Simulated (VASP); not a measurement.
**C: single point with r2SCAN**

The system is C.

```
CELL_PARAMETERS angstrom
2.12679 -1.22792 -0.01080
2.12679 1.22792 -0.01080
-1.39651 0.00000 3.55552
ATOMIC_POSITIONS crystal
C 0.16667 0.16667 0.00000
C 0.83333 0.83333 0.00000
```

```
Program             : VASP 6.6.1
Task                : single point
Functional          : r2SCAN
Potentials or basis : VASP PAW PBE potentials, release 64 (C)
Cutoff              : 520 eV
k mesh              : 13 × 13 × 8
Occupations         : fermi-dirac, width 0.05 eV
Spin                : no spin polarisation
```

The pressure is 0.6 GPa.

Stress tensor (GPa, compression positive):
```
 1.01  0.00 -0.01
 0.00  1.00  0.00
-0.01  0.00 -0.11
```

Wall time 4.7 min on 1 thread of AMD EPYC 7R43 64-Core Processor (Zen 3), on a shared host, peak memory 0.14 GiB.

Caveat: the PAW data sets were made with another functional, which shifts forces and pressure a little.
